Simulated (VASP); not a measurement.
# Mg (P6_3/mmc) in VASP: notebook, part 2 of 3

VASP 6.6.1.

**3. Single point, PBEsol**

This run uses another cell than the first one, of 22.56 Å³/atom.

Contents of INCAR:

```
  ALGO = Fast
  EDIFF = 1E-6
  ENCUT = 520
  GGA = PS
  ISIF = 2
  ISMEAR = 0
  LASPH = True
  LCHARG = True
  LELF = True
  LREAL = False
  LVHAR = True
  LWAVE = False
  NBANDS = 12
  NELM = 100
  PREC = Accurate
  SIGMA = 0.1
```

Contents of KPOINTS:

```
k-points
0
Gamma
  12 12 4
```

Contents of POSCAR:

```
Mg
1.0
    3.1925169082      0.0000000000      0.0000000000
   -1.5962584541      2.7648007445      0.0000000000
    0.0000000000      0.0000000000     10.2257633768
Mg
4
Direct
    0.0000000000      0.0000000000      0.0000000000
    0.3333333333      0.6666666667      0.2500000000
    0.0000000000      0.0000000000      0.5000000000
    0.6666666667      0.3333333333      0.7500000000
```

Potentials or basis: VASP PAW PBE potentials, release 64 (Mg).

Command:

```sh
> cat potpaw_PBE.64/Mg/POTCAR > POTCAR
> mpirun -np 1 vasp_std > vasp.out
```

OUTCAR:

```text
EDIFF = 1E-6
   ENCUT = 520
   GGA = PS
   ISIF = 2
   ISMEAR = 0
   LASPH = True
   LREAL = False
   NELM = 100
   PREC = Accurate

 ion  position               nearest neighbor table
   1  0.000  0.000  0.000-   2 3.15   4 3.15   2 3.15   4 3.15   4 3.15   2 3.15
   2  0.333  0.667  0.250-   1 3.15   3 3.15   1 3.15   3 3.15   1 3.15   3 3.15
   3  0.000  0.000  0.500-   2 3.15   4 3.15   2 3.15   4 3.15   4 3.15   2 3.15
   4  0.667  0.333  0.750-   1 3.15   3 3.15   1 3.15   3 3.15   1 3.15   3 3.15

  LATTYP: Found a hexagonal cell.
 ALAT       =     3.1925169082
 C/A-ratio  =     3.2030412589

  Lattice vectors:

 A1 = (   3.1925169082,   0.0000000000,   0.0000000000)
 A2 = (  -1.5962584541,   2.7648007445,   0.0000000000)
 A3 = (   0.0000000000,   0.0000000000,  10.2257633768)

Analysis of symmetry for initial positions (statically):
=====================================================================
 Subroutine PRICEL returns:
 Original cell was already a primitive cell.

 Routine SETGRP: Setting up the symmetry group for a
 hexagonal supercell.

 Subroutine GETGRP returns: Found 24 space group operations
 (whereof 12 operations were pure point group operations)
 out of a pool of 24 trial point group operations.

The static configuration has the point symmetry D_3d.
 The point group associated with its full space group is D_6h.

Analysis of symmetry for dynamics (positions and initial velocities):
=====================================================================
 Subroutine PRICEL returns:
 Original cell was already a primitive cell.

 Routine SETGRP: Setting up the symmetry group for a
 hexagonal supercell.

 Subroutine GETGRP returns: Found 24 space group operations
 (whereof 12 operations were pure point group operations)
 out of a pool of 24 trial point group operations.

The dynamic configuration has the point symmetry D_3d.
 The point group associated with its full space group is D_6h.

 Subroutine INISYM returns: Found 24 space group operations
 (whereof 12 operations are pure point group operations),
 and found     1 'primitive' translations

----------------------------------------------------------------------------------------

                                     Primitive cell

  volume of cell :      90.2595

  direct lattice vectors                    reciprocal lattice vectors
     3.192516908  0.000000000  0.000000000     0.313232484  0.180844859  0.000000000
    -1.596258454  2.764800745  0.000000000     0.000000000  0.361689717  0.000000000
     0.000000000  0.000000000 10.225763377     0.000000000  0.000000000  0.097792210

  length of vectors
     3.192516908  3.192516908 10.225763377     0.361689717  0.361689717  0.097792210

  position of ions in fractional coordinates (direct lattice)
     0.000000000  0.000000000  0.000000000
     0.333333333  0.666666667  0.250000000
     0.000000000  0.000000000  0.500000000
     0.666666667  0.333333333  0.750000000

  ion indices of the primitive-cell ions
   primitive index   ion index
                 1           1
                 2           2
                 3           3
                 4           4

----------------------------------------------------------------------------------------

[... 54 lines left out ...]
   dimension x,y,z NGX =    24 NGY =   24 NGZ =   80
   dimension x,y,z NGXF=    48 NGYF=   48 NGZF=  160
   ions per type =               4
   NGX,Y,Z   is equivalent  to a cutoff of  12.50, 12.50, 13.01 a.u.
   NGXF,Y,Z  is equivalent  to a cutoff of  25.00, 25.00, 26.01 a.u.
 SYSTEM =  unknown system
   PREC   = accura    normal or accurate (medium, high low for compatibility)
   ISTART =      0    job   : 0-new  1-cont  2-samecut
   ICHARG =      2    charge: 1-file 2-atom 10-const
   ISPIN  =      1    spin polarized calculation?
   LNONCOLLINEAR =      F non collinear calculations
   LSORBIT =      F    spin-orbit coupling
   LASPH  =      T    aspherical Exc in radial PAW
   ENCUT  =  520.0 eV  38.22 Ry    6.18 a.u.   5.94  5.94 19.01*2*pi/ulx,y,z
   NELM   =    100;   NELMIN=  2; NELMDL= -5     # of ELM steps
   EDIFF  = 0.1E-05   stopping-criterion for ELM
   LREAL  =      F    real-space projection
   EDIFFG = 0.1E-04   stopping-criterion for IOM
   NSW    =      0    number of steps for IOM
   IBRION =     -1    ionic relax: 0-MD 1-quasi-New 2-CG
   NFREE  =      0    steps in history (QN), initial steepest desc. (CG)
   ISIF   =      2    stress and relaxation
   ISYM   =      2    0-nonsym 1-usesym 2-fastsym
   POTIM  = 0.5000    time-step for ionic-motion
   TEBEG  =    0.0;   TEEND  =   0.0 temperature during run
   PSTRESS=    0.0 pullay stress
   NELECT =       8.0000    total number of electrons
   NUPDOWN=      -1.0000    fix difference up-down
   EMIN   =  10.00;   EMAX   =-10.00  energy-range for DOS
   EFERMI =   0.00;   METHOD = LEGACY
   ISMEAR =     0;   SIGMA  =   0.10  broadening in eV -4-tet -1-fermi 0-gaus
   EFERMI_NEDOS =   21; number of points for ismear=-14 and -15
   IALGO  =     68    algorithm
   IMIX   =      4    mixing-type and parameters
     AMIX     =   0.40;   BMIX     =  1.00
     AMIX_MAG =   1.60;   BMIX_MAG =  1.00
  volume/ion in A,a.u.               =      22.56       152.28
  Fermi-wavevector in a.u.,A,eV,Ry     =   0.729918  1.379344  7.248910  0.532780
  Thomas-Fermi vector in A             =   1.821759
   LORBIT       =      0    0 simple, 1 ext, 2 COOP (PROOUT), +10 PAW based schemes
   GGA     = PS    functional components
   LHFCALC =     F    Hartree Fock is set to
   AEXX    =    0.0000 exact exchange contribution
   IVDW    =     0    specifies the selected vdW correction
   LEPSILON=     F    determine dielectric tensor
   LRPA    =     F    only Hartree local field effects (RPA)
 non-spin polarized calculation
 RMM-DIIS sequential band-by-band and
 Gauss-broadening in eV      SIGMA  =   0.10
  energy-cutoff  :      520.00
  volume of cell :       90.26
 maximum number of plane-waves:      2457
 NGX is ok and might be reduce to    24
   NGX = 11   NGY = 11   NGZ = 39

 number of electron       8.0000000 magnetization

 Free energy of the ion-electron system (eV)
  ---------------------------------------------------
  ext. energy  EPLUGINS =         0.00000000
  ---------------------------------------------------
  free energy    TOTEN  =        -6.86820107 eV

  energy without entropy =       -6.85860488  energy(sigma->0) =       -6.86340298

 E-fermi :   2.6131     XC(G=0):  -8.5881

 val. band max:        2.5740477630   @ k =   0.3333   0.0833   0.2500
 cond. band min:       2.6461821276   @ k =   0.3333   0.3333   0.2500
 fundamental gap:      0.0721343646
 Fermi energy:         2.6131252701

 k-point     1 :       0.0000    0.0000    0.0000
  band No.  band energies     occupation
      1      -4.3221      2.00000
      2      -2.8896      2.00000
      3      -2.8896      2.00000
      4       1.0389      2.00000
      5       1.5721      2.00000
      6       7.9627      0.00000
      7       7.9742      0.00000
      8      13.5823      0.00000
      9      13.5823      0.00000
     10      13.6443      0.00000
     11      13.6444      0.00000
     12      14.3785      0.00000
[... 331 lines left out ...]
 k-point    24 :       0.3333    0.0000    0.2500
  band No.  band energies     occupation
      1      -2.0654      2.00000
      2      -1.3640      2.00000
      3       0.0194      2.00000
      4       2.0248      2.00000
      5       4.0472      0.00000
      6       4.7082      0.00000
      7       5.2533      0.00000
      8       6.2388      0.00000
      9       8.0755      0.00000
     10       8.1617      0.00000
     11      10.0360      0.00000
     12      10.2218      0.00000

 [... further k-points ...]

------------------------ aborting loop because EDIFF is reached ----------------------------------------

  FORCE on cell =-STRESS in cart. coord.  units (eV):
  Direction    XX          YY          ZZ          XY          YZ          ZX
  --------------------------------------------------------------------------------------
  -------------------------------------------------------------------------------------
  Total       -0.0302014     -0.0302014     -0.0233537      0.0000000     -0.0000000      0.0000000
  in kB       -0.5360997     -0.5360997     -0.4145476      0.0000000     -0.0000000      0.0000000
  external PRESSURE =      -0.4955823 kB  Pullay stress =       0.0000000 kB

 VOLUME and BASIS-vectors are now :
 -----------------------------------------------------------------------------
  energy-cutoff  :      520.00
  volume of cell :       90.26
      direct lattice vectors                 reciprocal lattice vectors
     3.192516908  0.000000000  0.000000000     0.313232484  0.180844859  0.000000000
    -1.596258454  2.764800745  0.000000000     0.000000000  0.361689717  0.000000000
     0.000000000  0.000000000 10.225763377     0.000000000  0.000000000  0.097792210

 POSITION                                       TOTAL-FORCE (eV/Angst)
 -----------------------------------------------------------------------------------
      0.00000      0.00000      0.00000         0.000000      0.000000     -0.000000
     -0.00000      1.84320      2.55644        -0.000000      0.000000      0.000000
      0.00000      0.00000      5.11288        -0.000000      0.000000     -0.000000
      1.59626      0.92160      7.66932         0.000000     -0.000000     -0.000000
 -----------------------------------------------------------------------------------
    total drift:                                0.000000     -0.000000      0.000000

  FREE ENERGIE OF THE ION-ELECTRON SYSTEM (eV)
  ---------------------------------------------------
  free  energy   TOTEN  =        -6.8682010697 eV

  energy  without entropy=       -6.8586048811  energy(sigma->0) =       -6.86340298
```

Run time: 26 s. Hardware: 1 thread of Intel Xeon 6975P-C (Granite Rapids), shared host; peak memory 0.22 GiB.

What came out:

* Free energy: -6.8682 eV
* Pressure: 0.0 GPa
* Band gap on the k mesh: zero (bands 4 and 5 overlap by 2.13 eV)

Levels at points of the mesh, in eV from the Fermi level:
| k point | band 2 | band 3 | band 4 | band 5 | band 6 | band 7 |
| --- | --- | --- | --- | --- | --- | --- |
| (0.00, 0.00, 0.00) | -5.50 | -5.50 | -1.57 | -1.04 | 5.35 | 5.36 |
| (0.50, 0.00, 0.00) | -2.13 | -1.04 | -1.02 | -0.46 | -0.43 | 2.86 |
| (0.00, 0.00, 0.50) | -6.58 | -3.74 | -3.74 | 1.75 | 1.75 | 9.42 |
| (0.50, 0.00, 0.50) | -1.85 | -1.74 | -1.74 | 0.76 | 0.76 | 1.22 |

Caveat: the PAW data sets were made with another functional, which shifts forces and pressure a little.

**4. Single point, PBEsol**

This run uses another cell than the first one, of 22.58 Å³/atom.

Contents of INCAR:

```
SYSTEM = Mg
ALGO     = Fast           ! electronic algorithm
EDIFF    = 1E-7           ! SCF threshold, eV
ENCUT    = 520            ! plane-wave cutoff, eV
GGA      = PS             ! functional
ISIF     = 2              ! what is computed and relaxed
ISMEAR   = 0              ! smearing method
LASPH    = .TRUE.         ! aspherical terms in the spheres
LCHARG   = .FALSE.        ! write CHGCAR
LREAL    = .FALSE.        ! projectors in reciprocal space
LWAVE    = .FALSE.        ! write WAVECAR
NBANDS   = 12             ! bands
NELM     = 60             ! most SCF steps
PREC     = Accurate       ! precision mode
SIGMA    = 0.1            ! smearing width, eV
```

Contents of KPOINTS:

```
k-points
0
G
  18 18 4
  0 0 0
```

Contents of POSCAR:

```
Mg
1.0
    3.1908600285      0.0000000000      0.0000000000
   -1.5954300142      2.7633658446      0.0000000000
    0.0000000000      0.0000000000     10.2412620846
Mg
4
Direct
    0.0000000000      0.0000000000      0.0000000000
    0.3333333333      0.6666666667      0.2500000000
    0.0000000000      0.0000000000      0.5000000000
    0.6666666667      0.3333333333      0.7500000000
```

Potentials or basis: VASP PAW PBE potentials, release 64 (Mg).

Command:

```sh
> cat potpaw_PBE.64/Mg/POTCAR > POTCAR
> mpirun -np 1 vasp_std > vasp.out
```

OUTCAR:

```text
SYSTEM = Mg
   EDIFF = 1E-7
   ENCUT = 520
   GGA = PS
   ISIF = 2
   ISMEAR = 0
   LASPH = .TRUE.
   LREAL = .FALSE.
   NELM = 60
   PREC = Accurate

 ion  position               nearest neighbor table
   1  0.000  0.000  0.000-   2 3.15   4 3.15   2 3.15   4 3.15   4 3.15   2 3.15
   2  0.333  0.667  0.250-   1 3.15   3 3.15   1 3.15   3 3.15   1 3.15   3 3.15
   3  0.000  0.000  0.500-   2 3.15   4 3.15   2 3.15   4 3.15   4 3.15   2 3.15
   4  0.667  0.333  0.750-   1 3.15   3 3.15   1 3.15   3 3.15   1 3.15   3 3.15

  LATTYP: Found a hexagonal cell.
 ALAT       =     3.1908600285
 C/A-ratio  =     3.2095616834

  Lattice vectors:

 A1 = (   3.1908600285,   0.0000000000,   0.0000000000)
 A2 = (  -1.5954300142,   2.7633658446,   0.0000000000)
 A3 = (   0.0000000000,   0.0000000000,  10.2412620846)

Analysis of symmetry for initial positions (statically):
=====================================================================
 Subroutine PRICEL returns:
 Original cell was already a primitive cell.

 Routine SETGRP: Setting up the symmetry group for a
 hexagonal supercell.
[... 191 lines left out ...]
      8      13.5993      0.00000
      9      13.5993      0.00000
     10      13.6629      0.00000
     11      13.6630      0.00000
     12      14.3926      0.00000
[... 331 lines left out ...]
 k-point    24 :       0.3889    0.1111    0.0000
  band No.  band energies     occupation
      1      -0.3238      2.00000
      2       1.0147      2.00000
      3       1.0241      2.00000
      4       1.7527      2.00000
      5       3.1467      0.00000
      6       3.1678      0.00000
      7       4.7776      0.00000
      8       5.4413      0.00000
      9       6.6905      0.00000
     10       6.7796      0.00000
     11       8.0455      0.00000
     12       8.2764      0.00000

 [... further k-points ...]

------------------------ aborting loop because EDIFF is reached ----------------------------------------

  FORCE on cell =-STRESS in cart. coord.  units (eV):
  Direction    XX          YY          ZZ          XY          YZ          ZX
  --------------------------------------------------------------------------------------
  -------------------------------------------------------------------------------------
  Total       -0.0399459     -0.0399459     -0.0009027     -0.0000000      0.0000000      0.0000000
  in kB       -0.7087345     -0.7087345     -0.0160154     -0.0000000      0.0000000      0.0000000
  external PRESSURE =      -0.4778281 kB  Pullay stress =       0.0000000 kB

 VOLUME and BASIS-vectors are now :
 -----------------------------------------------------------------------------
  energy-cutoff  :      520.00
  volume of cell :       90.30
      direct lattice vectors                 reciprocal lattice vectors
     3.190860028  0.000000000  0.000000000     0.313395132  0.180938764  0.000000000
    -1.595430014  2.763365845  0.000000000     0.000000000  0.361877528  0.000000000
     0.000000000  0.000000000 10.241262085     0.000000000  0.000000000  0.097644215

 POSITION                                       TOTAL-FORCE (eV/Angst)
 -----------------------------------------------------------------------------------
      0.00000      0.00000      0.00000        -0.000000      0.000000      0.000000
     -0.00000      1.84224      2.56032         0.000000     -0.000000     -0.000000
      0.00000      0.00000      5.12063         0.000000      0.000000      0.000000
      1.59543      0.92112      7.68095        -0.000000      0.000000      0.000000
 -----------------------------------------------------------------------------------
    total drift:                                0.000000     -0.000000      0.000000

  FREE ENERGIE OF THE ION-ELECTRON SYSTEM (eV)
  ---------------------------------------------------
  free  energy   TOTEN  =        -6.8751258718 eV

  energy  without entropy=       -6.8650192872  energy(sigma->0) =       -6.87007258
```

OSZICAR:

```text
N       E                     dE             d eps       ncg     rms          rms(c)
DAV:   1     0.201973137319E+01    0.20197E+01   -0.25574E+03  2664   0.473E+02
DAV:   2    -0.664414332450E+01   -0.86639E+01   -0.82445E+01  3288   0.538E+01
DAV:   3    -0.691430182214E+01   -0.27016E+00   -0.26734E+00  3672   0.705E+00
DAV:   4    -0.691574276938E+01   -0.14409E-02   -0.14405E-02  3168   0.573E-01
DAV:   5    -0.691575716319E+01   -0.14394E-04   -0.14394E-04  3468   0.605E-02    0.134E+00
RMM:   6    -0.689428831900E+01    0.21469E-01   -0.11537E-03  2700   0.234E-01    0.855E-01
RMM:   7    -0.687511888274E+01    0.19169E-01   -0.49356E-03  2766   0.459E-01    0.410E-02
RMM:   8    -0.687512610351E+01   -0.72208E-05   -0.20496E-04  2960   0.106E-01    0.819E-03
RMM:   9    -0.687512576615E+01    0.33736E-06   -0.15114E-05  3193   0.279E-02    0.138E-03
RMM:  10    -0.687512585340E+01   -0.87248E-07   -0.23610E-06  3193   0.968E-03    0.785E-04
RMM:  11    -0.687512587176E+01   -0.18358E-07   -0.33710E-07  3198   0.411E-03
   1 F= -.68751259E+01 E0= -.68700726E+01  d E =-.101066E-01
```

Run time: 34 s. Hardware: 1 thread of Intel Xeon 6975P-C (Granite Rapids), shared host; peak memory 0.26 GiB.

Results:

* Free energy: -6.8751 eV
* Pressure: 0.0 GPa
* Band gap on the k mesh: zero (bands 4 and 5 overlap by 2.13 eV)

Caveat: the PAW data sets were made with another functional, which shifts forces and pressure a little.

[end of part 2 of 3]
